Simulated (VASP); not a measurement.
Runs of VASP 6.6.1 on Si3C. The structure is that of space group P6/mmm (No. 191), or close to it. The cells are those of the table. 

```tsv
task	spin	cell	k mesh	cutoff (eV)	gap on the mesh (eV)	pressure (GPa)	relaxed volume (Å³/atom)	largest force (eV/Å)
relaxation of cell and atoms	off	relaxed from a = 2.618, b = 2.618, c = 9.836 Å, angles 90.0, 90.0, 120.0°, 4 atoms	6 × 6 × 2	600	-	0.0	(b)	0.02
single point	collinear, ferromagnetic start	a = 2.581, b = 2.581, c = 8.864 Å, angles 90.0, 90.0, 120.0°, 4 atoms	6 × 6 × 2	520	none	0.1	-	0.02
relaxation of cell and atoms	off	relaxed from a = 2.581, b = 2.581, c = 8.864 Å, angles 90.0, 90.0, 120.0°, 4 atoms	24 × 24 × 6	600	-	0.0	12.83	0.01
single point	off	a = 2.581, b = 2.581, c = 8.864 Å, angles 90.0, 90.0, 120.0°, 4 atoms	6 × 6 × 2	520	none	0.1	-	0.02
single point	off	a = 2.618, b = 2.618, c = 9.836 Å, angles 90.0, 90.0, 120.0°, 4 atoms	6 × 6 × 2	520	none	-9.6	-	1.97
single point	off	a = 2.581, b = 2.581, c = 8.901 Å, angles 90.0, 90.0, 120.0°, 4 atoms	24 × 24 × 6	520	none	(a)	-	-
```

Alike in all rows: level PBE; potentials or basis VASP PAW PBE potentials, release 64 (Si, C); smearing gaussian 0.1 eV.

Question: Fill in the values left out.

Answer: (a) -0.1; (b) 12.78.

Caveats: some runs use coarse meshes; the bands computed are all filled at some k points, so no gap is given (some runs); forces of over 1 eV/Å act on the atoms, so gaps and moduli don't describe the material at rest (some runs).

A gap of «none» marks levels without a gap at the run's occupations.
